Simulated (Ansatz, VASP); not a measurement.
# Se in VASP and in Ansatz

```
Se
1.0
     4.97645    0.00000    0.00000
    -2.48822    4.30973    0.00000
     0.00000    0.00000    3.05056
Se
3
Cartesian
  0.0000 0.0000 0.0000
  0.0000 2.8732 1.5253
  2.4882 1.4366 1.5253
```

Alike in both runs: task relaxation of cell and atoms; functional revPBE; k mesh 7 × 7 × 10; occupations fermi-dirac, width 0.1 eV; no spin polarisation.

```csv
,VASP,Ansatz
version,VASP 6.6.1,Ansatz 0.2.0
potentials or method,"VASP PAW PBE potentials, release 64 (Se), cutoff 600 eV","plane waves (420 eV) with PAW, scalar-relativistic"
valence electrons in the cell,18,48
```

|  | VASP | Ansatz | Ansatz less VASP |
| --- | --- | --- | --- |
| relaxed volume (Å³/atom) | 21.86 | 21.86 | -0.004 |
| relaxed cell length with the largest relative difference (Å) | 3.419 | 3.418 | -0.0009 |

VASP's potentials were made for PBE, not for revPBE. VASP's potentials hold 18 valence electrons a cell and Ansatz's 48, so a difference there can come from the potentials and not from the codes.
